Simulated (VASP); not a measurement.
A run of VASP 6.6.1:

INCAR

```
ALGO = Normal
EDIFF = 1E-6
ENCUT = 520
GGA = PE
ISIF = 2
ISMEAR = 0
LASPH = T
LCHARG = F
LREAL = F
LWAVE = F
NBANDS = 23
NELM = 80
PREC = Accurate
SIGMA = 0.1
```

File KPOINTS:

```
k-points
0
Gamma
  6 6 4
```

File POSCAR:

```
TlPO2
1.0
    3.2450543510      0.0000000000      0.0000000000
    0.0000000000      3.2450543510      0.0000000000
    0.0000000000      0.0000000000      6.7595643845
Tl P O
1 1 2
Direct
    0.5000000000      0.5000000000      0.5000000000
    0.0000000000      0.0000000000      0.0000000000
    0.5000000000      0.0000000000      0.8941987811
    0.0000000000      0.5000000000      0.1058012189
```

Potentials or basis: VASP PAW PBE potentials, release 64 (Tl_d, P, O).

Run with:

```console
$ cat potpaw_PBE.64/Tl_d/POTCAR potpaw_PBE.64/P/POTCAR potpaw_PBE.64/O/POTCAR > POTCAR
$ mpirun -np 1 vasp_std > vasp.out
```

Hardware: 1 thread of Intel(R) Xeon(R) 6975P-C (Granite Rapids), with other jobs on the host.

Q: Estimate the wall time of this run.

A: It took 14 s on 1 thread of Intel(R) Xeon(R) 6975P-C (Granite Rapids), on a shared host, peak memory 0.2 GiB. Counts: scf iterations 14, k points 30.
